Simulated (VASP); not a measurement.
Here is a VASP 6.6.1 calculation.

The input INCAR:

```
PREC = Accurate
ENCUT = 520
EDIFF = 1E-6
ISMEAR = 0
SIGMA = 0.1
LREAL = F
LASPH = T
NELM = 100
ALGO = Normal
ISIF = 2
LWAVE = F
LCHARG = T
GGA = PE
LELF = T
LVHAR = T
NBANDS = 72
```

Contents of KPOINTS:

```
Automatic mesh
0
Gamma
  6 6 1
```

POSCAR

```
SnGe5Se6
1.0
    4.0345348756      0.0000000028      0.0000000000
   -2.0172674403      3.4940096933      0.0000000000
    0.0000000000      0.0000000000     19.9514138316
Sn Ge Se
1 5 6
Direct
    0.0000000000      0.0000000000      0.5000000000
    0.0000000000      0.0000000000      0.0000000000
    0.3333333333      0.6666666667      0.8374001886
    0.6666666667      0.3333333333      0.6748252822
    0.3333333333      0.6666666667      0.3251747178
    0.6666666667      0.3333333333      0.1625998114
    0.6666666667      0.3333333333      0.9187626918
    0.0000000000      0.0000000000      0.7563266912
    0.3333333333      0.6666666667      0.5940305445
    0.6666666667      0.3333333333      0.4059694555
    0.0000000000      0.0000000000      0.2436733088
    0.3333333333      0.6666666667      0.0812373082
```

Potentials or basis: VASP PAW PBE potentials, release 64 (Sn_d, Ge_d, Se).

The run is started by

```console
$ cat potpaw_PBE.64/Sn_d/POTCAR potpaw_PBE.64/Ge_d/POTCAR potpaw_PBE.64/Se/POTCAR > POTCAR
$ mpirun -np 1 vasp_std > vasp.out
```

Problem. Estimate the pressure.

Solution. 0.0 GPa.

Problem. Estimate the band gap on the k mesh.

Solution. 0.10 eV, indirect (least direct gap 0.17 eV).

Problem. Estimate the largest force.

Solution. 0.016 eV/Å.

Forces in eV/Å, atoms in the order of the input:
```
Sn   0.000  0.000  0.000
Ge   0.000  0.000  0.000
Ge   0.000  0.000 -0.016
Ge   0.000  0.000 -0.009
Ge   0.000  0.000  0.009
Ge   0.000  0.000  0.016
Se   0.000  0.000  0.005
Se   0.000  0.000  0.009
Se   0.000  0.000  0.007
Se   0.000  0.000 -0.007
Se   0.000  0.000 -0.009
Se   0.000  0.000 -0.005
```

Caveat: spin-orbit coupling is left out, which moves the levels of the heavy elements. A k mesh can miss the band edges.
